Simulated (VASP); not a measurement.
# Ge2Sb2Te5 (Cm) in VASP: further runs

The runs below take Ge2Sb2Te5 through single point, with revPBE+D3(BJ), PBEsol+D3(BJ).

Program: VASP 6.6.1. These are calculated values, not measurements. Logs are shortened: lines on timing, memory, paths and dates and some standing lists are left out, and cuts for length are marked.

**1. The cell of the first run**

It takes space group Cm (No. 8, monoclinic). Conventional cell: a = 13.385 Å, b = 6.106 Å, c = 9.492 Å, α = 90.00°, β = 134.32°, γ = 90.00°. Within 3.8 Å of Te (site symmetry m) lie 2 Ge at 2.87 to 3.39 Å and 3 Sb at 2.97 to 3.05 Å. Within 3.9 Å of Te (site symmetry m) lie 2 Sb at 2.96 to 3.07 Å and 3 Ge at 3.09 to 3.32 Å. Te (site symmetry m) has 3 Ge at 2.77 to 3.07 Å and 2 Sb at 3.16 to 3.19 Å within 3.6 Å. Te (site symmetry m) has 2 Ge at 2.78 to 3.19 Å and 2 Sb at 2.89 to 3.09 Å within 3.7 Å. Te (site symmetry m) has 2 Ge at 2.89 to 3.31 Å and 3 Sb at 3.06 Å within 3.8 Å. Within 3.9 Å of Sb (site symmetry m) lie 6 Te at 2.96 to 3.19 Å. Within 3.8 Å of Sb (site symmetry m) lie 6 Te at 2.89 to 3.16 Å. Within 3.6 Å of Ge (site symmetry m) lie 6 Te at 2.77 to 3.39 Å.

**2. Single point, revPBE+D3(BJ)**

The input, INCAR:

```
SYSTEM = Ge2Sb2Te5
PREC     = Accurate       ! precision mode
ENCUT    = 520            ! plane-wave cutoff, eV
EDIFF    = 1E-6           ! SCF threshold, eV
ISMEAR   = -1             ! smearing method
SIGMA    = 0.05           ! smearing width, eV
LREAL    = .FALSE.        ! projectors in reciprocal space
LASPH    = .TRUE.         ! aspherical terms in the spheres
NELM     = 60             ! most SCF steps
ALGO     = Normal         ! electronic algorithm
ISIF     = 2              ! what is computed and relaxed
LWAVE    = .FALSE.        ! write WAVECAR
LCHARG   = .FALSE.        ! write CHGCAR
GGA      = RE             ! functional
IVDW     = 12             ! dispersion correction
NBANDS   = 44             ! bands
```

The input, KPOINTS:

```
Automatic mesh
0
G
  4 4 3
  0 0 0
```

The input, POSCAR:

```
Ge2Sb2Te5
1.0
    6.7914072851     -3.0530881335     -0.0347410694
    6.7914072851      3.0530881335     -0.0347410694
   -6.8180893349      0.0000000000      6.7273946134
Te Sb Ge
5 2 2
Direct
    0.6091191109      0.6091191109      0.4152994297
    0.8036240699      0.8036240699      0.1838306146
   -0.0072305527     -0.0072305527     -0.0107086477
    0.2057749427      0.2057749427      0.8001677224
    0.4165503944      0.4165503944      0.6067331675
    0.8923810132      0.8923810132      0.5699612456
    0.1167111674      0.1167111674      0.4213384354
    0.2732793236      0.2732793236      0.1948335106
    0.4897905304      0.4897905304      0.0185445220
```

Potentials or basis: VASP PAW PBE potentials, release 64 (Te, Sb, Ge_d).

On the command line:

```
cat potpaw_PBE.64/Te/POTCAR potpaw_PBE.64/Sb/POTCAR potpaw_PBE.64/Ge_d/POTCAR > POTCAR
mpirun -np 1 vasp_std > vasp.out
```

OUTCAR:

```text
SYSTEM = Ge2Sb2Te5
   PREC = Accurate
   ENCUT = 520
   EDIFF = 1E-6
   ISMEAR = -1
   LREAL = .FALSE.
   LASPH = .TRUE.
   NELM = 60
   ISIF = 2
   GGA = RE
   IVDW = 12
 IVDW          = 12

 ion  position               nearest neighbor table
   1  0.609  0.609  0.415-   9 2.87   6 2.97   7 3.05   7 3.05
   2  0.804  0.804  0.184-   6 2.96   7 3.07   8 3.09   8 3.09
   3  0.993  0.993  0.989-   8 2.77   9 3.07   9 3.07   7 3.16   6 3.19
   4  0.206  0.206  0.800-   9 2.78   7 2.89   6 3.09   8 3.19
   5  0.417  0.417  0.607-   8 2.89   6 3.06   6 3.06   7 3.06
   6  0.892  0.892  0.570-   2 2.96   1 2.97   5 3.06   5 3.06   4 3.09   3 3.19
   7  0.117  0.117  0.421-   4 2.89   1 3.05   1 3.05   5 3.06   2 3.07   3 3.16
   8  0.273  0.273  0.195-   3 2.77   5 2.89   2 3.09   2 3.09   4 3.19
   9  0.490  0.490  0.019-   4 2.78   1 2.87   3 3.07   3 3.07

  Warning from LATTYP: Got some problem with cell dimensions!
  Tried to take original basis but could not verify dimensions!
  LATTYP: Found a base centered monoclinic cell.
 ALAT       =    13.3854134627
 B/A-ratio  =     0.4561813712
 C/A-ratio  =     0.7090956645
 COS(beta)  =    -0.6986106928

  Lattice vectors:

 A1 = (  -0.0266820498,  -3.0530881335,   6.6926535440)
 A2 = (  -0.0266820498,   3.0530881335,   6.6926535440)
 A3 = (  -6.7647252353,  -0.0000000000,  -6.6579124746)

Analysis of symmetry for initial positions (statically):
=====================================================================
 Subroutine PRICEL returns:
 Original cell was already a primitive cell.

 Routine SETGRP: Setting up the symmetry group for a
 base centered monoclinic supercell.

 Subroutine GETGRP returns: Found  2 space group operations
 (whereof  2 operations were pure point group operations)
 out of a pool of  4 trial point group operations.

The static configuration has the point symmetry C_1h.

Analysis of symmetry for dynamics (positions and initial velocities):
=====================================================================
 Subroutine PRICEL returns:
 Original cell was already a primitive cell.

 Routine SETGRP: Setting up the symmetry group for a
 base centered monoclinic supercell.

 Subroutine GETGRP returns: Found  2 space group operations
 (whereof  2 operations were pure point group operations)
 out of a pool of  4 trial point group operations.

The dynamic configuration has the point symmetry C_1h.

 Subroutine INISYM returns: Found  2 space group operations
 (whereof  2 operations are pure point group operations),
 and found     1 'primitive' translations

----------------------------------------------------------------------------------------

                                     Primitive cell

  volume of cell :     277.5355

  direct lattice vectors                    reciprocal lattice vectors
     6.791407285 -3.053088134 -0.034741069     0.074006122 -0.163768610  0.075003828
     6.791407285  3.053088134 -0.034741069     0.074006122  0.163768610  0.075003828
    -6.818089335  0.000000000  6.727394613     0.000764353  0.000000000  0.149420613

  length of vectors
     7.446191443  7.446191443  9.578318248     0.194737356  0.194737356  0.149422568

  position of ions in fractional coordinates (direct lattice)
     0.609119111  0.609119111  0.415299430
     0.803624070  0.803624070  0.183830615
     0.992769447  0.992769447  0.989291352
     0.205774943  0.205774943  0.800167722
     0.416550394  0.416550394  0.606733168
     0.892381013  0.892381013  0.569961246
     0.116711167  0.116711167  0.421338435
     0.273279324  0.273279324  0.194833511
     0.489790530  0.489790530  0.018544522

  ion indices of the primitive-cell ions
   primitive index   ion index
                 1           1
                 2           2
                 3           3
                 4           4
                 5           5
                 6           6
                 7           7
                 8           8
                 9           9

----------------------------------------------------------------------------------------

 KPOINTS: Automatic mesh

Automatic generation of k-mesh.
 Grid dimensions read from file:
 generate k-points for:    4    4    3

 Generating k-lattice:

  Cartesian coordinates                     Fractional coordinates (reciprocal lattice)
     0.018501530 -0.040942153  0.018750957     0.250000000  0.000000000  0.000000000
     0.018501530  0.040942153  0.018750957     0.000000000  0.250000000  0.000000000
     0.000254784  0.000000000  0.049806871     0.000000000  0.000000000  0.333333333

  Length of vectors
     0.048684339  0.048684339  0.049807523

  Shift w.r.t. Gamma in fractional coordinates (k-lattice)
     0.000000000  0.000000000  0.000000000

 Subroutine IBZKPT returns following result:
 ===========================================

 Found     17 irreducible k-points:

 Following reciprocal coordinates:
            Coordinates               Weight
  0.000000  0.000000  0.000000      1.000000
  0.250000 -0.000000  0.000000      4.000000
  0.500000 -0.000000  0.000000      2.000000
  0.250000  0.250000  0.000000      2.000000
  0.500000  0.250000 -0.000000      4.000000
 -0.250000  0.250000  0.000000      2.000000
[... 9 lines left out ...]
 -0.250000  0.500000  0.333333      4.000000
 -0.250000 -0.250000  0.333333      2.000000
   k-points           NKPTS =     17   k-points in BZ     NKDIM =     17   number of bands    NBANDS=     44
   number of dos      NEDOS =    301   number of ions     NIONS =      9
   total plane-waves  NPLWV = 225792
   dimension x,y,z NGX =    56 NGY =   56 NGZ =   72
   dimension x,y,z NGXF=   112 NGYF=  112 NGZF=  144
   ions per type =               5   2   2
   NGX,Y,Z   is equivalent  to a cutoff of  12.50, 12.50, 12.50 a.u.
   NGXF,Y,Z  is equivalent  to a cutoff of  25.01, 25.01, 24.99 a.u.
 SYSTEM =  Ge2Sb2Te5
   PREC   = accura    normal or accurate (medium, high low for compatibility)
   ISTART =      0    job   : 0-new  1-cont  2-samecut
   ICHARG =      2    charge: 1-file 2-atom 10-const
   ISPIN  =      1    spin polarized calculation?
   LNONCOLLINEAR =      F non collinear calculations
   LSORBIT =      F    spin-orbit coupling
   LASPH  =      T    aspherical Exc in radial PAW
   ENCUT  =  520.0 eV  38.22 Ry    6.18 a.u.  13.84 13.84 17.81*2*pi/ulx,y,z
   NELM   =     60;   NELMIN=  2; NELMDL= -5     # of ELM steps
   EDIFF  = 0.1E-05   stopping-criterion for ELM
   LREAL  =      F    real-space projection
   EDIFFG = 0.1E-04   stopping-criterion for IOM
   NSW    =      0    number of steps for IOM
   IBRION =     -1    ionic relax: 0-MD 1-quasi-New 2-CG
   NFREE  =      0    steps in history (QN), initial steepest desc. (CG)
   ISIF   =      2    stress and relaxation
   ISYM   =      2    0-nonsym 1-usesym 2-fastsym
   POTIM  = 0.5000    time-step for ionic-motion
   TEBEG  =    0.0;   TEEND  =   0.0 temperature during run
   PSTRESS=    0.0 pullay stress
   NELECT =      68.0000    total number of electrons
   NUPDOWN=      -1.0000    fix difference up-down
   EMIN   =  10.00;   EMAX   =-10.00  energy-range for DOS
   EFERMI =   0.00;   METHOD = LEGACY
   ISMEAR =    -1;   SIGMA  =   0.05  broadening in eV -4-tet -1-fermi 0-gaus
   EFERMI_NEDOS =   21; number of points for ismear=-14 and -15
   IALGO  =     38    algorithm
   IMIX   =      4    mixing-type and parameters
     AMIX     =   0.40;   BMIX     =  1.00
     AMIX_MAG =   1.60;   BMIX_MAG =  1.00
  volume/ion in A,a.u.               =      30.84       208.10
  Fermi-wavevector in a.u.,A,eV,Ry     =   1.024405  1.935844 14.278024  1.049405
  Thomas-Fermi vector in A             =   2.158190
   LORBIT       =      0    0 simple, 1 ext, 2 COOP (PROOUT), +10 PAW based schemes
   GGA     = RE    functional components
   LHFCALC =     F    Hartree Fock is set to
   AEXX    =    0.0000 exact exchange contribution
   IVDW    =    12    specifies the selected vdW correction
   LEPSILON=     F    determine dielectric tensor
   LRPA    =     F    only Hartree local field effects (RPA)
 non-spin polarized calculation
  energy-cutoff  :      520.00
  volume of cell :      277.54
 maximum number of plane-waves:      7494
   NGX = 27   NGY = 27   NGZ = 35

 number of electron      68.0000002 magnetization

 Free energy of the ion-electron system (eV)
  ---------------------------------------------------
  ext. energy  EPLUGINS =         0.00000000
  ---------------------------------------------------
  free energy    TOTEN  =       -30.70479554 eV

  energy without entropy =      -30.69055482  energy(sigma->0) =      -30.69767518

 E-fermi :   5.7407     XC(G=0):  -9.2314

 val. band max:        5.7312516904   @ k =   0.5000  -0.0000   0.0000
 cond. band min:       5.8420866209   @ k =  -0.2500   0.2500   0.0000
 fundamental gap:      0.1108349306
 Fermi energy:         5.7406899405

 k-point     1 :       0.0000    0.0000    0.0000
  band No.  band energies     occupation
      1     -18.9928      2.00000
      2     -18.9845      2.00000
      3     -18.9768      2.00000
      4     -18.9706      2.00000
      5     -18.9629      2.00000
      6     -18.9595      2.00000
[... 36 lines left out ...]
     43      10.0505      0.00000
     44      10.2253      0.00000

 k-point     2 :       0.2500   -0.0000    0.0000
  band No.  band energies     occupation
      1     -18.9928      2.00000
      2     -18.9845      2.00000
      3     -18.9768      2.00000
      4     -18.9706      2.00000
      5     -18.9629      2.00000
      6     -18.9594      2.00000
[... 36 lines left out ...]
     43       9.3253      0.00000
     44       9.6737      0.00000

 k-point     3 :       0.5000   -0.0000    0.0000
  band No.  band energies     occupation
      1     -18.9927      2.00000
      2     -18.9845      2.00000
      3     -18.9768      2.00000
      4     -18.9706      2.00000
      5     -18.9629      2.00000
      6     -18.9594      2.00000
[... 36 lines left out ...]
     43       8.9729      0.00000
     44       9.3123      0.00000

 k-point     4 :       0.2500    0.2500    0.0000
  band No.  band energies     occupation
      1     -18.9928      2.00000
      2     -18.9845      2.00000
      3     -18.9768      2.00000
      4     -18.9706      2.00000
      5     -18.9629      2.00000
      6     -18.9594      2.00000
[... 553 lines left out ...]
     43       9.5905      0.00000
     44       9.8001      0.00000

 k-point    16 :      -0.2500    0.5000    0.3333
  band No.  band energies     occupation
      1     -18.9928      2.00000
      2     -18.9845      2.00000
      3     -18.9768      2.00000
      4     -18.9706      2.00000
      5     -18.9629      2.00000
      6     -18.9594      2.00000
[... 36 lines left out ...]
     43       9.1787      0.00000
     44       9.4759      0.00000

 k-point    17 :      -0.2500   -0.2500    0.3333
  band No.  band energies     occupation
      1     -18.9928      2.00000
      2     -18.9845      2.00000
      3     -18.9768      2.00000
      4     -18.9706      2.00000
      5     -18.9629      2.00000
      6     -18.9594      2.00000
[... 36 lines left out ...]
     43       9.7062      0.00000
     44      10.2506      0.00000

------------------------ aborting loop because EDIFF is reached ----------------------------------------

 Edisp (eV)   -7.10416

 E8    (eV) :    -5.0892

  FORCE on cell =-STRESS in cart. coord.  units (eV):
  Direction    XX          YY          ZZ          XY          YZ          ZX
  --------------------------------------------------------------------------------------
  -------------------------------------------------------------------------------------
  Total      -0.05064    -0.10199    -0.02895     0.00000     0.00000     0.00269
  in kB      -0.29233    -0.58880    -0.16713     0.00000     0.00000     0.01555
  external pressure =       -0.35 kB  Pullay stress =        0.00 kB

 VOLUME and BASIS-vectors are now :
 -----------------------------------------------------------------------------
  energy-cutoff  :      520.00
  volume of cell :      277.54
      direct lattice vectors                 reciprocal lattice vectors
     6.791407285 -3.053088134 -0.034741069     0.074006122 -0.163768610  0.075003828
     6.791407285  3.053088134 -0.034741069     0.074006122  0.163768610  0.075003828
    -6.818089335  0.000000000  6.727394613     0.000764353  0.000000000  0.149420613

 POSITION                                       TOTAL-FORCE (eV/Angst)
 -----------------------------------------------------------------------------------
      5.44200      0.00000      2.75156        -0.006830      0.000000      0.001451
      9.66210      0.00000      1.18086         0.003388      0.000000     -0.005628
      6.73953      0.00000      6.58637        -0.004252      0.000000     -0.003987
     -2.66061      0.00000      5.36875        -0.011296      0.000000      0.001288
      1.52117      0.00000      4.05279        -0.004088      0.000000      0.004327
      8.23500      0.00000      3.77235         0.004153      0.000000      0.016412
     -1.28746      0.00000      2.82640         0.002125      0.000000     -0.006541
      2.38351      0.00000      1.29173         0.011006      0.000000     -0.003796
      6.52630      0.00000      0.09072         0.005793      0.000000     -0.003526
 -----------------------------------------------------------------------------------
    total drift:                               -0.000896      0.000000      0.000416

  FREE ENERGIE OF THE ION-ELECTRON SYSTEM (eV)
  ---------------------------------------------------
  free  energy   TOTEN  =       -37.8089562449 eV

  energy  without entropy=      -37.7947155248  energy(sigma->0) =      -37.80183588
```

Run time: 9.2 min. Hardware: 1 thread of Intel Xeon 8259CL, shared host; peak memory 0.59 GiB.

What came out:

```yaml
Free_energy: -37.8090 eV
Pressure: 0.0 GPa
Largest_force: 0.017 eV/Å
Band_gap_on_the_k_mesh: 0.03 eV
Dispersion_energy_per_atom: -0.789 eV
```

Forces in eV/Å, atoms in the order of the input:
```
Te  -0.007  0.000  0.001
Te   0.003  0.000 -0.006
Te  -0.004  0.000 -0.004
Te  -0.011  0.000  0.001
Te  -0.004  0.000  0.004
Sb   0.004  0.000  0.016
Sb   0.002  0.000 -0.007
Ge   0.011  0.000 -0.004
Ge   0.006  0.000 -0.004
```

Caveat: the smearing spreads over this small gap; the PAW data sets were made with another functional, which shifts forces and pressure a little; spin-orbit coupling is left out, which moves the levels of the heavy elements. A k mesh can miss the band edges.

**3. Single point, PBEsol+D3(BJ)**

This run uses another cell than the first one, of 28.20 Å³/atom.

The input, INCAR:

```
SYSTEM = Ge2Sb2Te5
  PREC = Accurate
  ENCUT = 520
  EDIFF = 1E-6
  ISMEAR = -1
  SIGMA = 0.05
  LREAL = .False.
  LASPH = .True.
  NELM = 60
  ALGO = Normal
  ISIF = 2
  LWAVE = .False.
  LCHARG = .False.
  GGA = PS
  IVDW = 12
  NBANDS = 44
```

The input, KPOINTS:

```
regular mesh
0
Gamma
  5 5 4
  0 0 0
```

The input, POSCAR:

```
Ge2Sb2Te5
1.0
    6.5460888408     -2.9632000421     -0.0191436730
    6.5460888408      2.9632000421     -0.0191436730
   -6.5574468323      0.0000000000      6.5606294203
Te Sb Ge
5 2 2
Direct
    0.5964362379      0.5964362379      0.4025028535
    0.7906471645      0.7906471645      0.1741332258
   -0.0068712706     -0.0068712706     -0.0051879582
    0.2115150421      0.2115150421      0.8178242341
    0.4187182293      0.4187182293      0.6103535686
    0.8946832913      0.8946832913      0.5750922967
    0.1161931839      0.1161931839      0.4210930589
    0.2771033031      0.2771033031      0.1862224980
    0.5015748185      0.5015748185      0.0179662226
```

Potentials or basis: VASP PAW PBE potentials, release 64 (Te, Sb, Ge_d).

On the command line:

```
cat potpaw_PBE.64/Te/POTCAR potpaw_PBE.64/Sb/POTCAR potpaw_PBE.64/Ge_d/POTCAR > POTCAR
mpirun -np 1 vasp_std > vasp.out
```

Wall time 9.2 min (1 thread of Intel Xeon Platinum 8259CL at 2.50GHz (Skylake/Cascade Lake), shared host); peak memory 0.65 GiB.

The run converged. Its results:

- Free energy: -40.8166 eV
- Pressure: 0.1 GPa
- Largest force: 0.021 eV/Å
- Band gap on the k mesh: 0.07 eV (least direct gap 0.19 eV)
- Dispersion energy per atom: -0.418 eV

Forces on the atoms (eV/Å):
```
Te  -0.018  0.000  0.003
Te   0.009  0.000 -0.019
Te  -0.008  0.000 -0.012
Te   0.000  0.000  0.008
Te   0.012  0.000  0.012
Sb  -0.005  0.000  0.014
Sb  -0.003  0.000 -0.004
Ge   0.011  0.000  0.009
Ge   0.002  0.000 -0.012
```

Levels at points of the mesh, in eV from the valence-band top:
```
           k point  band 31  band 32  band 33  band 34  band 35  band 36  band 37  band 38
(0.00, 0.00, 0.00)    -1.04    -0.67    -0.57    -0.54     0.78     1.35     2.30     2.34
(0.00, 0.00, 0.50)    -1.09    -1.03    -0.68    -0.39     0.67     1.54     1.79     2.24
```

Caveat: the PAW data sets were made with another functional, which shifts forces and pressure a little; spin-orbit coupling is left out, which moves the levels of the heavy elements.

The gap in the log of VASP goes by the Fermi energy; the results here count the filled bands.